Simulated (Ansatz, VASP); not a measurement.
**KBr in VASP and in Ansatz**

INCAR

```
PREC     = Accurate       # precision mode
ENCUT    = 520            # plane-wave cutoff, eV
EDIFF    = 1E-7           # SCF threshold, eV
ISMEAR   = 0              # smearing method
SIGMA    = 0.1            # smearing width, eV
LREAL    = False          # projectors in reciprocal space
LASPH    = True           # aspherical terms in the spheres
NELM     = 100            # most SCF steps
ALGO     = Normal         # electronic algorithm
ISIF     = 2              # what is computed and relaxed
LWAVE    = False          # write WAVECAR
LCHARG   = False          # write CHGCAR
GGA      = PE             # functional
NBANDS   = 15             # bands
```

KPOINTS

```
Automatic mesh
0
Gamma
  7 7 7
```

The input POSCAR:

```
KBr
1.0
    4.6669047600      0.0000000000      0.0000000000
    2.3334523800      4.0416580792      0.0000000000
    2.3334523800      1.3472193597      3.8105117801
Br K
1 1
Direct
    0.5000000000      0.5000000000      0.5000000000
    0.0000000000      0.0000000000      0.0000000000
```

The input input.yaml:

```yaml
crystal:
  lattice:
    - [4.66690476, 0.0, 0.0]
    - [2.33345238, 4.0416580792, 0.0]
    - [2.33345238, 1.3472193597, 3.8105117801]
  atoms:
    - { symbol: Br, position: [0.5, 0.5, 0.5] }
    - { symbol: K, position: [0.0, 0.0, 0.0] }
hamiltonian:
  xc: pbe
  pseudopotentials: { kind: paw }
kpoints:
  mp_grid: { grid: [7, 7, 7] }
scf:
  occupations: { method: gaussian, width: 0.1 }
output:
  forces: true
  stress: true
  eigenvalues: true
```

Alike in both runs: task single point; functional PBE; k mesh 7 × 7 × 7; occupations gaussian, width 0.1 eV; no spin polarisation.

|  | VASP | Ansatz |
| --- | --- | --- |
| version | VASP 6.6.1 | Ansatz 0.2.0 |
| potentials or method | VASP PAW PBE potentials, release 64 (Br, K_sv) | Ansatz PAW |
| plane-wave cutoff (eV) | 520 | 420 |
| valence electrons in the cell | 16 | 16 |

```tsv
	VASP	Ansatz	Ansatz less VASP
gap on the k mesh at the Fermi level (eV)	4.43	4.44	+0.002
least direct gap on the mesh (eV)	4.43	4.44	+0.002
pressure (GPa)	0.8	0.7	-0.04
```

With one functional, cell and mesh, what is left measures potentials, basis and numerics.

Noted on Ansatz's run: odd divisions of the mesh miss points on the zone boundary, where band edges often lie, so the gap on the mesh can be too wide.
